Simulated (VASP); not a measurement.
# AlN in VASP: further runs

Aim: see how the results for AlN move with the level of theory and the settings. Levels: r2SCAN, PBE, PBEsol, LDA. Tasks: single point.

All numbers are computed with VASP 6.6.1; they aren't measurements. Logs are shortened: lines on timing, memory, paths and dates and some standing lists are left out, and cuts for length are marked.

### 1 The cell of the first run

It takes space group Fm-3m (No. 225, cubic). Conventional cell: a = 4.167 Å, b = 4.167 Å, c = 4.167 Å, α = 90.00°, β = 90.00°, γ = 90.00°. Within 2.8 Å of Al (site symmetry m-3m) lie 6 N at 2.08 Å. N (site symmetry m-3m) has 6 Al at 2.08 Å within 2.8 Å.

### 2 Single point, r2SCAN (functional r2SCAN, strained)

The input, POSCAR:

```
AlN
1.0
    0.0000000000      2.0834685031      2.0834685031
    2.0834685031      0.0000000000      2.0834685031
    2.0834685031      2.0834685031      0.0000000000
Al N
1 1
Direct
    0.5000000000      0.5000000000      0.5000000000
    0.0000000000      0.0000000000      0.0000000000
```

The input, INCAR.step1:

```
SYSTEM = AlN
ALGO = Normal
EDIFF = 1E-4
ENCUT = 520
GGA = PE
ISMEAR = 0
LASPH = .True.
LCHARG = .False.
LREAL = .False.
LWAVE = .True.
NBANDS = 11
NELM = 100
PREC = Accurate
SIGMA = 0.02
```

The input, INCAR.step2:

```
SYSTEM = AlN
ALGO = Normal
EDIFF = 1E-6
ENCUT = 520
ISIF = 2
ISMEAR = 0
ISTART = 1
LASPH = .True.
LCHARG = .True.
LELF = .True.
LMIXTAU = .True.
LREAL = .False.
LVHAR = .True.
LWAVE = .False.
METAGGA = R2SCAN
NBANDS = 11
NELM = 100
PREC = Accurate
SIGMA = 0.02
```

The input, KPOINTS:

```
k-points
0
Gamma
  10 10 10
  0 0 0
```

Potentials or basis: VASP PAW PBE potentials, release 64 (Al, N).

Command:

```bash
$ cat potpaw_PBE.64/Al/POTCAR potpaw_PBE.64/N/POTCAR > POTCAR
$ cp INCAR.step1 INCAR
$ mpirun -np 1 vasp_std > vasp.out
$ cp INCAR.step2 INCAR
$ mpirun -np 1 vasp_std > vasp.out
```

OUTCAR:

```text
SYSTEM = AlN
   EDIFF = 1E-6
   ENCUT = 520
   ISIF = 2
   ISMEAR = 0
   ISTART = 1
   LASPH = .True.
   LREAL = .False.
   METAGGA = R2SCAN
   NELM = 100
   PREC = Accurate

 ion  position               nearest neighbor table
   1  0.500  0.500  0.500-   2 2.08   2 2.08   2 2.08   2 2.08   2 2.08   2 2.08
   2  0.000  0.000  0.000-   1 2.08   1 2.08   1 2.08   1 2.08   1 2.08   1 2.08

  LATTYP: Found a face centered cubic cell.
 ALAT       =     4.1669370062

  Lattice vectors:

 A1 = (   0.0000000000,   2.0834685031,   2.0834685031)
 A2 = (   2.0834685031,   0.0000000000,   2.0834685031)
 A3 = (   2.0834685031,   2.0834685031,   0.0000000000)

Analysis of symmetry for initial positions (statically):
=====================================================================
 Subroutine PRICEL returns:
 Original cell was already a primitive cell.

 Routine SETGRP: Setting up the symmetry group for a
 face centered cubic supercell.

 Subroutine GETGRP returns: Found 48 space group operations
 (whereof 48 operations were pure point group operations)
 out of a pool of 48 trial point group operations.

The static configuration has the point symmetry O_h .

Analysis of symmetry for dynamics (positions and initial velocities):
=====================================================================
 Subroutine PRICEL returns:
 Original cell was already a primitive cell.

 Routine SETGRP: Setting up the symmetry group for a
 face centered cubic supercell.

 Subroutine GETGRP returns: Found 48 space group operations
 (whereof 48 operations were pure point group operations)
 out of a pool of 48 trial point group operations.

The dynamic configuration has the point symmetry O_h .

 Subroutine INISYM returns: Found 48 space group operations
 (whereof 48 operations are pure point group operations),
 and found     1 'primitive' translations

----------------------------------------------------------------------------------------

                                     Primitive cell

  volume of cell :      18.0880

  direct lattice vectors                    reciprocal lattice vectors
     0.000000000  2.083468503  2.083468503    -0.239984429  0.239984429  0.239984429
     2.083468503  0.000000000  2.083468503     0.239984429 -0.239984429  0.239984429
     2.083468503  2.083468503  0.000000000     0.239984429  0.239984429 -0.239984429

  length of vectors
     2.946469414  2.946469414  2.946469414     0.415665225  0.415665225  0.415665225

  position of ions in fractional coordinates (direct lattice)
     0.500000000  0.500000000  0.500000000
     0.000000000  0.000000000  0.000000000

  ion indices of the primitive-cell ions
   primitive index   ion index
                 1           1
                 2           2

----------------------------------------------------------------------------------------

 KPOINTS: k-points

Automatic generation of k-mesh.
 Grid dimensions read from file:
 generate k-points for:   10   10   10

 Generating k-lattice:

  Cartesian coordinates                     Fractional coordinates (reciprocal lattice)
    -0.023998443  0.023998443  0.023998443     0.100000000  0.000000000  0.000000000
     0.023998443 -0.023998443  0.023998443     0.000000000  0.100000000  0.000000000
     0.023998443  0.023998443 -0.023998443     0.000000000  0.000000000  0.100000000

  Length of vectors
     0.041566522  0.041566522  0.041566522

  Shift w.r.t. Gamma in fractional coordinates (k-lattice)
     0.000000000  0.000000000  0.000000000

 Subroutine IBZKPT returns following result:
 ===========================================

 Found     47 irreducible k-points:

 Following reciprocal coordinates:
            Coordinates               Weight
  0.000000  0.000000  0.000000      1.000000
  0.100000  0.000000  0.000000      8.000000
  0.200000  0.000000  0.000000      8.000000
  0.300000  0.000000  0.000000      8.000000
  0.400000  0.000000  0.000000      8.000000
  0.500000  0.000000  0.000000      4.000000
[... 16 lines left out ...]
  0.300000  0.300000  0.000000      6.000000
  0.400000  0.300000  0.000000     24.000000
 [... further k-points ...]
   k-points           NKPTS =     47   k-points in BZ     NKDIM =     47   number of bands    NBANDS=     11
   number of dos      NEDOS =    301   number of ions     NIONS =      2
   total plane-waves  NPLWV =  13824
   dimension x,y,z NGX =    24 NGY =   24 NGZ =   24
   dimension x,y,z NGXF=    48 NGYF=   48 NGZF=   48
   ions per type =               1   1
   NGX,Y,Z   is equivalent  to a cutoff of  13.54, 13.54, 13.54 a.u.
   NGXF,Y,Z  is equivalent  to a cutoff of  27.08, 27.08, 27.08 a.u.
 SYSTEM =  AlN
   PREC   = accura    normal or accurate (medium, high low for compatibility)
   ISTART =      1    job   : 0-new  1-cont  2-samecut
   ICHARG =      0    charge: 1-file 2-atom 10-const
   ISPIN  =      1    spin polarized calculation?
   LNONCOLLINEAR =      F non collinear calculations
   LSORBIT =      F    spin-orbit coupling
   LASPH  =      T    aspherical Exc in radial PAW
   ENCUT  =  520.0 eV  38.22 Ry    6.18 a.u.   5.48  5.48  5.48*2*pi/ulx,y,z
   NELM   =    100;   NELMIN=  2; NELMDL=  0     # of ELM steps
   EDIFF  = 0.1E-05   stopping-criterion for ELM
   LREAL  =      F    real-space projection
   EDIFFG = 0.1E-04   stopping-criterion for IOM
   NSW    =      0    number of steps for IOM
   IBRION =     -1    ionic relax: 0-MD 1-quasi-New 2-CG
   NFREE  =      0    steps in history (QN), initial steepest desc. (CG)
   ISIF   =      2    stress and relaxation
   ISYM   =      2    0-nonsym 1-usesym 2-fastsym
   POTIM  = 0.5000    time-step for ionic-motion
   TEBEG  =    0.0;   TEEND  =   0.0 temperature during run
   PSTRESS=    0.0 pullay stress
   NELECT =       8.0000    total number of electrons
   NUPDOWN=      -1.0000    fix difference up-down
   EMIN   =  10.00;   EMAX   =-10.00  energy-range for DOS
   EFERMI =   0.00;   METHOD = LEGACY
   ISMEAR =     0;   SIGMA  =   0.02  broadening in eV -4-tet -1-fermi 0-gaus
   EFERMI_NEDOS =   21; number of points for ismear=-14 and -15
   IALGO  =     38    algorithm
   IMIX   =      4    mixing-type and parameters
     AMIX     =   0.40;   BMIX     =  1.00
     AMIX_MAG =   1.60;   BMIX_MAG =  1.00
  volume/ion in A,a.u.               =       9.04        61.03
  Fermi-wavevector in a.u.,A,eV,Ry     =   1.247310  2.357075 21.167717  1.555783
  Thomas-Fermi vector in A             =   2.381448
   LORBIT       =      0    0 simple, 1 ext, 2 COOP (PROOUT), +10 PAW based schemes
   METAGGA = R2SCAN    functional components
   LHFCALC =     F    Hartree Fock is set to
   AEXX    =    0.0000 exact exchange contribution
   IVDW    =     0    specifies the selected vdW correction
   LEPSILON=     F    determine dielectric tensor
   LRPA    =     F    only Hartree local field effects (RPA)
 non-spin polarized calculation
 Gauss-broadening in eV      SIGMA  =   0.02
  energy-cutoff  :      520.00
  volume of cell :       18.09
 maximum number of plane-waves:       531
 NGX is ok and might be reduce to    24
   NGX = 11   NGY = 11   NGZ = 11

 number of electron       8.0000002 magnetization

 Free energy of the ion-electron system (eV)
  ---------------------------------------------------
  ext. energy  EPLUGINS =         0.00000000
  ---------------------------------------------------
  free energy    TOTEN  =       -18.77156808 eV

  energy without entropy =      -18.77156808  energy(sigma->0) =      -18.77156808

 E-fermi :   8.7454     XC(G=0): -12.4365

 val. band max:        8.6544346733   @ k =   0.0000   0.0000   0.0000
 cond. band min:      13.2555624657   @ k =   0.5000   0.5000   0.0000
 fundamental gap:      4.6011277925
 Fermi energy:         8.7454208977

 k-point     1 :       0.0000    0.0000    0.0000
  band No.  band energies     occupation
      1      -8.9456      2.00000
      2       8.6544      2.00000
      3       8.6544      2.00000
      4       8.6544      2.00000
      5      13.8720      0.00000
      6      21.2558      0.00000
      7      21.2558      0.00000
      8      21.2558      0.00000
      9      26.5366      0.00000
     10      26.5366      0.00000
     11      26.8001      0.00000

 k-point     2 :       0.1000    0.0000    0.0000
  band No.  band energies     occupation
      1      -8.7549      2.00000
      2       7.6309      2.00000
      3       8.5432      2.00000
      4       8.5432      2.00000
      5      14.5640      0.00000
      6      20.4223      0.00000
      7      21.5304      0.00000
      8      21.5304      0.00000
      9      24.9393      0.00000
     10      24.9393      0.00000
     11      27.0768      0.00000

 k-point     3 :       0.2000    0.0000    0.0000
  band No.  band energies     occupation
      1      -8.2044      2.00000
      2       5.5437      2.00000
      3       8.2714      2.00000
      4       8.2714      2.00000
      5      15.4214      0.00000
      6      19.8077      0.00000
      7      21.5721      0.00000
      8      21.5721      0.00000
      9      24.4684      0.00000
     10      24.4684      0.00000
     11      26.3453      0.00000

 k-point     4 :       0.3000    0.0000    0.0000
  band No.  band energies     occupation
      1      -7.3762      2.00000
      2       3.3325      2.00000
      3       7.9677      2.00000
      4       7.9677      2.00000
      5      15.4113      0.00000
      6      20.5094      0.00000
      7      20.7410      0.00000
      8      20.7410      0.00000
      9      25.5925      0.00000
     10      26.0255      0.00000
     11      26.0255      0.00000

 k-point     5 :       0.4000    0.0000    0.0000
  band No.  band energies     occupation
      1      -6.4917      2.00000
      2       1.5329      2.00000
      3       7.7433      2.00000
      4       7.7433      2.00000
      5      15.1116      0.00000
      6      20.0523      0.00000
      7      20.0523      0.00000
      8      21.5019      0.00000
      9      25.1937      0.00000
     10      28.2566      0.00000
     11      28.2566      0.00000
[... 211 lines left out ...]
 k-point    21 :      -0.3000    0.2000    0.0000
  band No.  band energies     occupation
      1      -6.2964      2.00000
      2       2.5336      2.00000
      3       5.2329      2.00000
      4       7.6151      2.00000
      5      17.0543      0.00000
      6      18.6667      0.00000
      7      20.2839      0.00000
      8      21.0673      0.00000
      9      26.0170      0.00000
     10      28.1364      0.00000
     11      29.5161      0.00000

 k-point    22 :      -0.2000    0.2000    0.0000
  band No.  band energies     occupation
      1      -7.1087      2.00000
      2       3.7993      2.00000
      3       5.9369      2.00000
      4       8.0320      2.00000
      5      17.2536      0.00000
      6      19.1518      0.00000
      7      19.4988      0.00000
      8      21.2682      0.00000
      9      24.0713      0.00000
     10      28.0532      0.00000
     11      29.2317      0.00000

 k-point    23 :       0.3000    0.3000    0.0000
  band No.  band energies     occupation
      1      -6.8872      2.00000
      2       3.9488      2.00000
      3       6.7404      2.00000
      4       6.7404      2.00000
      5      15.4617      0.00000
      6      16.1203      0.00000
      7      20.4540      0.00000
      8      24.4022      0.00000
      9      24.4022      0.00000
     10      29.2014      0.00000
     11      32.8529      0.00000

 k-point    24 :       0.4000    0.3000    0.0000
  band No.  band energies     occupation
      1      -6.2259      2.00000
      2       3.0092      2.00000
      3       6.0276      2.00000
      4       6.4935      2.00000
      5      14.9101      0.00000
      6      16.1656      0.00000
      7      20.9460      0.00000
      8      24.3235      0.00000
      9      25.0776      0.00000
     10      30.4984      0.00000
     11      33.5715      0.00000

 [... further k-points ...]

------------------------ aborting loop because EDIFF is reached ----------------------------------------

  FORCE on cell =-STRESS in cart. coord.  units (eV):
  Direction    XX          YY          ZZ          XY          YZ          ZX
  --------------------------------------------------------------------------------------
  -------------------------------------------------------------------------------------
  Total       -2.5266682     -2.5266682     -2.5266682      0.0000000      0.0000000      0.0000000
  in kB     -223.8040702   -223.8040702   -223.8040702      0.0000000      0.0000000      0.0000000
  external PRESSURE =    -223.8040702 kB  Pullay stress =       0.0000000 kB

 VOLUME and BASIS-vectors are now :
 -----------------------------------------------------------------------------
  energy-cutoff  :      520.00
  volume of cell :       18.09
      direct lattice vectors                 reciprocal lattice vectors
     0.000000000  2.083468503  2.083468503    -0.239984429  0.239984429  0.239984429
     2.083468503  0.000000000  2.083468503     0.239984429 -0.239984429  0.239984429
     2.083468503  2.083468503  0.000000000     0.239984429  0.239984429 -0.239984429

 POSITION                                       TOTAL-FORCE (eV/Angst)
 -----------------------------------------------------------------------------------
      2.08347      2.08347      2.08347         0.000000     -0.000000      0.000000
      0.00000      0.00000      0.00000        -0.000000      0.000000     -0.000000
 -----------------------------------------------------------------------------------
    total drift:                                0.000000     -0.000000     -0.000000

  FREE ENERGIE OF THE ION-ELECTRON SYSTEM (eV)
  ---------------------------------------------------
  free  energy   TOTEN  =       -18.7715680757 eV

  energy  without entropy=      -18.7715680757  energy(sigma->0) =      -18.77156808
```

It took 28 s on 1 thread of Intel Xeon Platinum 8488C (Sapphire Rapids), shared host; peak memory 0.14 GiB.

Results:

```
Free energy            : -18.7716 eV
Pressure               : -22.4 GPa
Band gap on the k mesh : 4.60 eV, indirect (least direct gap 5.22 eV)
```

Caveat: the cell differs from its parent crystal (functional r2SCAN, strained); the PAW data sets were made with another functional, which shifts forces and pressure a little.

### 3 Single point, PBE (one atom moved)

The input, INCAR:

```
SYSTEM = AlN
PREC = Accurate ; ENCUT = 520
EDIFF = 1E-6 ; ISMEAR = 0
SIGMA = 0.02 ; LREAL = .FALSE.
LASPH = .TRUE. ; NELM = 60
ALGO = Normal ; ISIF = 2
LWAVE = .FALSE. ; LCHARG = .FALSE.
GGA = PE ; NBANDS = 11
```

The input, KPOINTS:

```
regular mesh
0
G
  10 10 10
  0 0 0
```

The input, POSCAR:

```
AlN
1.0
    0.0000000000      2.0345180000      2.0345180000
    2.0345180000      0.0000000000      2.0345180000
    2.0345180000      2.0345180000      0.0000000000
Al N
1 1
Direct
    0.5000000000      0.5000000000      0.5000000000
    0.0221182609     -0.0221182609      0.0221182609
```

Potentials or basis: VASP PAW PBE potentials, release 64 (Al, N).

Command:

```bash
$ cat potpaw_PBE.64/Al/POTCAR potpaw_PBE.64/N/POTCAR > POTCAR
$ mpirun -np 1 vasp_std > vasp.out
```

Run time: 12 s. Hardware: 1 thread of Intel Xeon Platinum 8488C (Sapphire Rapids), shared host; peak memory 0.15 GiB.

Results (log left out):

```yaml
Free_energy: -14.5183 eV
Pressure: 1.3 GPa
Largest_force: 0.635 eV/Å
Band_gap_on_the_k_mesh: 4.40 eV, indirect (least direct gap 5.39 eV)
```

Forces on the atoms (eV/Å):
```
Al   0.000  0.635  0.000
N    0.000 -0.635  0.000
```

Stress tensor (GPa, compression positive):
```
-0.28  0.00  0.00
 0.00  4.38  0.00
 0.00  0.00 -0.28
```

Levels at points of the mesh, in eV from the valence-band top:
| k point | band 1 | band 2 | band 3 | band 4 | band 5 | band 6 | band 7 | band 8 |
| --- | --- | --- | --- | --- | --- | --- | --- | --- |
| (0.00, 0.00, 0.00) | -17.38 | -0.04 | 0.00 | 0.00 | 5.39 | 12.13 | 12.13 | 12.13 |
| (0.50, 0.00, 0.00) | -14.20 | -8.17 | -1.05 | -1.03 | 6.01 | 10.80 | 10.85 | 13.07 |
| (0.50, 0.50, 0.00) | -13.24 | -7.25 | -2.75 | -2.75 | 4.40 | 5.35 | 13.83 | 16.96 |
| (0.50, 0.00, 0.50) | -13.25 | -7.24 | -2.74 | -2.74 | 4.41 | 5.34 | 13.79 | 16.97 |

Caveat: the cell differs from its parent crystal (one atom moved). A k mesh can miss the band edges.

(Part 1 of 2 ends here.)
